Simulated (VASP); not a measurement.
Set up this calculation in VASP 6.6.1, as the native input.

```yaml
Task: single point
Functional: LDA
Potentials_or_basis: VASP PAW LDA potentials, release 64 (Sc_sv, Ag)
Cutoff: 520 eV
k_mesh: 11 × 11 × 11
Occupations: methfessel-paxton, width 0.15 eV
Spin: no spin polarisation
Dipole_correction: no
Further_INCAR_settings: ALGO = Normal; EDIFF = 1e-06; NBANDS = 24
```

The structure of ScAg2 lies in POSCAR:

```
ScAg2
1.0
   -1.7691290000      1.7691290000      4.4632090000
    1.7691290000     -1.7691290000      4.4632090000
    1.7691290000      1.7691290000     -4.4632090000
Sc Ag
1 2
Direct
    0.0000000000      0.0000000000      0.0000000000
    0.6666430000      0.6666430000      0.0000000000
    0.3333570000      0.3333570000      0.0000000000
```

One way to write it, as run:

INCAR

```
PREC     = Accurate       # precision mode
ENCUT    = 520            # plane-wave cutoff, eV
EDIFF    = 1E-6           # SCF threshold, eV
ISMEAR   = 1              # smearing method
SIGMA    = 0.15           # smearing width, eV
LREAL    = F              # projectors in reciprocal space
LASPH    = T              # aspherical terms in the spheres
NELM     = 100            # most SCF steps
ALGO     = Normal         # electronic algorithm
ISIF     = 2              # what is computed and relaxed
LWAVE    = F              # write WAVECAR
LCHARG   = F              # write CHGCAR
NBANDS   = 24             # bands
```

KPOINTS

```
Automatic mesh
0
Gamma
  11 11 11
```

Potentials or basis: VASP PAW LDA potentials, release 64 (Sc_sv, Ag).

The run is started by

```console
$ cat potpaw_LDA.64/Sc_sv/POTCAR potpaw_LDA.64/Ag/POTCAR > POTCAR
$ mpirun -np 1 vasp_std > vasp.out
```

Results of the run:

The pressure is -6.9 GPa and the largest force is 0.009 eV/Å.

Wall time 5.8 min on 1 thread of Intel(R) Xeon(R) Platinum 8488C (Sapphire Rapids), with other jobs on the host, peak memory 0.31 GiB.
